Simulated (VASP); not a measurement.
# InAs (F-43m) in VASP: single point with HSE06

Aim: the single point of InAs with HSE06.

All numbers are computed with VASP 6.6.1; they aren't measurements. Logs are shortened: lines on timing, memory, paths and dates and some standing lists are left out, and cuts for length are marked.

**1. The cell of the first run**

Symmetry: F-43m, No. 216, cubic system. Conventional cell: a = 6.036 Å, b = 6.036 Å, c = 6.036 Å, α = 90.00°, β = 90.00°, γ = 90.00°. In (site symmetry -43m) has 4 As at 2.61 Å within 3.4 Å. As (site symmetry -43m) has 4 In at 2.61 Å within 3.4 Å.

**2. Single point, HSE06**

File POSCAR:

```
InAs
1.0
    0.0000000000      3.0180000000      3.0180000000
    3.0180000000      0.0000000000      3.0180000000
    3.0180000000      3.0180000000      0.0000000000
In As
1 1
Direct
    0.0000000000      0.0000000000      0.0000000000
    0.7500000000      0.7500000000      0.7500000000
```

File INCAR.step1:

```
SYSTEM = InAs
  ALGO = Normal
  EDIFF = 1E-5
  ENCUT = 520
  GGA = PE
  ISIF = 2
  ISMEAR = -1
  LASPH = .True.
  LREAL = .False.
  LWAVE = .True.
  NBANDS = 16
  NELM = 60
  PREC = Accurate
  SIGMA = 0.05
```

File INCAR.step2:

```
SYSTEM = InAs
  ALGO = Normal
  EDIFF = 1E-6
  ENCUT = 520
  GGA = PE
  HFSCREEN = 0.2079
  ISIF = 2
  ISMEAR = -1
  ISTART = 1
  LASPH = .True.
  LCHARG = .True.
  LELF = .True.
  LHFCALC = .True.
  LREAL = .False.
  LVHAR = .True.
  LWAVE = .False.
  NBANDS = 16
  NELM = 60
  PREC = Accurate
  PRECFOCK = Normal
  SIGMA = 0.05
```

File KPOINTS:

```
k-points
0
Gamma
  6 6 6
  0 0 0
```

Potentials or basis: VASP PAW PBE potentials, release 64 (In_d, As).

Command:

```
$ cat potpaw_PBE.64/In_d/POTCAR potpaw_PBE.64/As/POTCAR > POTCAR
$ cp INCAR.step1 INCAR
$ mpirun -np 1 vasp_std > vasp.out
$ cp INCAR.step2 INCAR
$ mpirun -np 1 vasp_std > vasp.out
```

OUTCAR:

```text
SYSTEM = InAs
   EDIFF = 1E-6
   ENCUT = 520
   GGA = PE
   HFSCREEN = 0.2079
   ISIF = 2
   ISMEAR = -1
   ISTART = 1
   LASPH = .True.
   LHFCALC = .True.
   LREAL = .False.
   NELM = 60
   PREC = Accurate
   PRECFOCK = Normal

 ion  position               nearest neighbor table
   1  0.000  0.000  0.000-   2 2.61   2 2.61   2 2.61   2 2.61
   2  0.750  0.750  0.750-   1 2.61   1 2.61   1 2.61   1 2.61

  LATTYP: Found a face centered cubic cell.
 ALAT       =     6.0360000000

  Lattice vectors:

 A1 = (   0.0000000000,   3.0180000000,   3.0180000000)
 A2 = (   3.0180000000,   0.0000000000,   3.0180000000)
 A3 = (   3.0180000000,   3.0180000000,   0.0000000000)

Analysis of symmetry for initial positions (statically):
=====================================================================
 Subroutine PRICEL returns:
 Original cell was already a primitive cell.

 Routine SETGRP: Setting up the symmetry group for a
 face centered cubic supercell.

 Subroutine GETGRP returns: Found 24 space group operations
 (whereof 24 operations were pure point group operations)
 out of a pool of 48 trial point group operations.

The static configuration has the point symmetry T_d .

Analysis of symmetry for dynamics (positions and initial velocities):
=====================================================================
 Subroutine PRICEL returns:
 Original cell was already a primitive cell.

 Routine SETGRP: Setting up the symmetry group for a
 face centered cubic supercell.

 Subroutine GETGRP returns: Found 24 space group operations
 (whereof 24 operations were pure point group operations)
 out of a pool of 48 trial point group operations.

The dynamic configuration has the point symmetry T_d .

 Subroutine INISYM returns: Found 24 space group operations
 (whereof 24 operations are pure point group operations),
 and found     1 'primitive' translations

----------------------------------------------------------------------------------------

                                     Primitive cell

  volume of cell :      54.9778

  direct lattice vectors                    reciprocal lattice vectors
     0.000000000  3.018000000  3.018000000    -0.165672631  0.165672631  0.165672631
     3.018000000  0.000000000  3.018000000     0.165672631 -0.165672631  0.165672631
     3.018000000  3.018000000  0.000000000     0.165672631  0.165672631 -0.165672631

  length of vectors
[... 78 lines left out ...]
   NFREE  =      0    steps in history (QN), initial steepest desc. (CG)
   ISIF   =      2    stress and relaxation
   ISYM   =      3    0-nonsym 1-usesym 2-fastsym
   POTIM  = 0.5000    time-step for ionic-motion
   TEBEG  =    0.0;   TEEND  =   0.0 temperature during run
   PSTRESS=    0.0 pullay stress
   NELECT =      18.0000    total number of electrons
   NUPDOWN=      -1.0000    fix difference up-down
   EMIN   =  10.00;   EMAX   =-10.00  energy-range for DOS
   EFERMI =   0.00;   METHOD = LEGACY
   ISMEAR =    -1;   SIGMA  =   0.05  broadening in eV -4-tet -1-fermi 0-gaus
   EFERMI_NEDOS =   21; number of points for ismear=-14 and -15
   IALGO  =     38    algorithm
   IMIX   =      1    mixing-type and parameters
     AMIX     =   0.40;   BMIX     =  1.00
     AMIX_MAG =   1.60;   BMIX_MAG =  1.00
  volume/ion in A,a.u.               =      27.49       185.50
  Fermi-wavevector in a.u.,A,eV,Ry     =   1.128331  2.132236 17.321990  1.273130
  Thomas-Fermi vector in A             =   2.265020
   LORBIT       =      0    0 simple, 1 ext, 2 COOP (PROOUT), +10 PAW based schemes
   GGA     = PE    functional components
   LHFCALC =     T    Hartree Fock is set to
   PRECFOCK=normal    Normal, Fast or Accurate (Low or Medium for compatibility)
   ENCUT4O =  -1.0   cutoff for four orbital integrals eV
   NKREDX  =     1    reduce k-point grid by
   NKREDY  =     1    reduce k-point grid by
   NKREDZ  =     1    reduce k-point grid by
   AEXX    =    0.2500 exact exchange contribution
   HFSCREEN=    0.2079 screening length (either q_TF or 0.3 A-1)
   HFSCREENC=   0.2079 screening length for correlation (either q_TF or 0.3 A-1)
   ENCUTFOCK=  -1.0 apply spherical cutoff to Coloumb kernel
   IVDW    =     0    specifies the selected vdW correction
   LEPSILON=     F    determine dielectric tensor
   LRPA    =     F    only Hartree local field effects (RPA)
 non-spin polarized calculation
  energy-cutoff  :      520.00
  volume of cell :       54.98
 maximum number of plane-waves:      1492
  NGX = 24; NGY = 24; NGZ = 24

 number of electron      17.9999991 magnetization

 Free energy of the ion-electron system (eV)
  ---------------------------------------------------
  ext. energy  EPLUGINS =         0.00000000
  ---------------------------------------------------
  free energy    TOTEN  =        -9.20434914 eV

  energy without entropy =       -9.20431341  energy(sigma->0) =       -9.20433127

 E-fermi :   4.4662     XC(G=0):  -7.6004

 val. band max:        4.1528998308   @ k =   0.0000   0.0000   0.0000
 cond. band min:       4.7239861124   @ k =   0.0000   0.0000   0.0000
 fundamental gap:      0.5710862816
 Fermi energy:         4.4661679731

 k-point     1 :       0.0000    0.0000    0.0000
  band No.  band energies     occupation
      1     -11.9842      2.00000
      2     -11.9842      2.00000
      3     -11.9842      2.00000
      4     -11.8484      2.00000
      5     -11.8484      2.00000
      6      -8.9188      2.00000
[... 281 lines left out ...]
      3     -11.9061      2.00000
      4     -11.8711      2.00000
      5     -11.8354      2.00000
      6      -6.6383      2.00000
[... 8 lines left out ...]
     15      16.9554      0.00000
     16      17.0944      0.00000

------------------------ aborting loop because EDIFF is reached ----------------------------------------

  FORCE on cell =-STRESS in cart. coord.  units (eV):
  Direction    XX          YY          ZZ          XY          YZ          ZX
  --------------------------------------------------------------------------------------
  -------------------------------------------------------------------------------------
  Total        0.6969140      0.6969140      0.6969140      0.0000000     -0.0000000      0.0000000
  in kB       20.3096341     20.3096341     20.3096341      0.0000000     -0.0000000      0.0000000
  external PRESSURE =      20.3096341 kB  Pullay stress =       0.0000000 kB

 VOLUME and BASIS-vectors are now :
 -----------------------------------------------------------------------------
  energy-cutoff  :      520.00
  volume of cell :       54.98
      direct lattice vectors                 reciprocal lattice vectors
     0.000000000  3.018000000  3.018000000    -0.165672631  0.165672631  0.165672631
     3.018000000  0.000000000  3.018000000     0.165672631 -0.165672631  0.165672631
     3.018000000  3.018000000  0.000000000     0.165672631  0.165672631 -0.165672631

 POSITION                                       TOTAL-FORCE (eV/Angst)
 -----------------------------------------------------------------------------------
      0.00000      0.00000      0.00000         0.000000      0.000000     -0.000000
      4.52700      4.52700      4.52700        -0.000000     -0.000000      0.000000
 -----------------------------------------------------------------------------------
    total drift:                               -0.000026     -0.000024     -0.000018

  FREE ENERGIE OF THE ION-ELECTRON SYSTEM (eV)
  ---------------------------------------------------
  free  energy   TOTEN  =        -9.2043491376 eV

  energy  without entropy=       -9.2043134066  energy(sigma->0) =       -9.20433127
```

OUTCAR.step1:

```text
SYSTEM = InAs
   EDIFF = 1E-5
   ENCUT = 520
   GGA = PE
   ISIF = 2
   ISMEAR = -1
   LASPH = .True.
[... 513 lines left out ...]
      0.00000      0.00000      0.00000        -0.000000     -0.000000     -0.000000
      4.52700      4.52700      4.52700         0.000000      0.000000      0.000000
 -----------------------------------------------------------------------------------
    total drift:                                0.000000      0.000000      0.000000

  FREE ENERGIE OF THE ION-ELECTRON SYSTEM (eV)
  ---------------------------------------------------
  free  energy   TOTEN  =        -7.6464565781 eV

  energy  without entropy=       -7.6454910124  energy(sigma->0) =       -7.64597380
```

OSZICAR.step1:

```text
N       E                     dE             d eps       ncg     rms          rms(c)
DAV:   1     0.114966634201E+03    0.11497E+03   -0.80975E+03   520   0.118E+03
DAV:   2    -0.166679075275E+00   -0.11513E+03   -0.11003E+03   568   0.307E+02
DAV:   3    -0.772418704041E+01   -0.75575E+01   -0.75266E+01   664   0.754E+01
DAV:   4    -0.792098686714E+01   -0.19680E+00   -0.19671E+00   664   0.136E+01
DAV:   5    -0.792888561913E+01   -0.78988E-02   -0.78987E-02   736   0.214E+00    0.461E+00
DAV:   6    -0.767065711410E+01    0.25823E+00   -0.38297E-01   800   0.105E+01    0.257E+00
DAV:   7    -0.764449772275E+01    0.26159E-01   -0.11688E-01   720   0.305E+00    0.735E-01
DAV:   8    -0.764561369511E+01   -0.11160E-02   -0.13746E-02   672   0.131E+00    0.206E-01
DAV:   9    -0.764623092818E+01   -0.61723E-03   -0.99010E-04   576   0.254E-01    0.123E-01
DAV:  10    -0.764640935051E+01   -0.17842E-03   -0.21269E-04   664   0.212E-01    0.632E-02
DAV:  11    -0.764645624729E+01   -0.46897E-04   -0.10852E-04   536   0.122E-01    0.371E-02
DAV:  12    -0.764645657813E+01   -0.33084E-06   -0.47738E-06   504   0.286E-02
   1 F= -.76464566E+01 E0= -.76459738E+01  d E =-.965566E-03
```

Run time: 40 min. Hardware: 1 thread of Oxide Virtual Turin-like, shared host; peak memory 0.28 GiB.

Results:

* Free energy: -9.2043 eV
* Pressure: 2.0 GPa
* Band gap on the k mesh: 0.57 eV

Caveat: the PAW data sets were made with another functional, which shifts forces and pressure a little; spin-orbit coupling is left out, which moves the levels of the heavy elements.
